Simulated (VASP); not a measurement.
Runs of VASP 6.6.1 on Al. The structure is that of space group Immm (No. 71), or close to it. The cells are those of the table. 

| cell | gap on the mesh (eV) | pressure (GPa) |
| --- | --- | --- |
| a = 2.917, b = 2.785, c = 2.817 Å, angles 62.8, 64.2, 59.2°, 1 atom | none | -4.1 |
| a = 2.919, b = 2.719, c = 2.819 Å, angles 63.6, 65.7, 59.9°, 1 atom | none | (b) |
| a = 2.850, b = 2.717, c = 2.817 Å, angles 62.0, 63.4, 60.7°, 1 atom | none | -1.0 |
| a = 2.886, b = 2.685, c = 2.819 Å, angles 63.2, 65.3, 60.7°, 1 atom | none | (a) |
| a = 2.884, b = 2.751, c = 2.817 Å, angles 62.4, 63.8, 59.9°, 1 atom | none | -2.7 |

Alike in all rows: task single point; level PBE+D3(BJ); potentials or basis VASP PAW PBE potentials, release 64 (Al); no spin polarisation; k mesh 20 × 20 × 20; cutoff (eV) 520; smearing gaussian 0.15 eV.

Problem. Estimate the missing entries.

Solution. (a) -1.7; (b) -3.2.

Caveats: pairwise dispersion overbinds metals, which lowers pressure and volume.

A gap of «none» marks levels without a gap at the run's occupations.
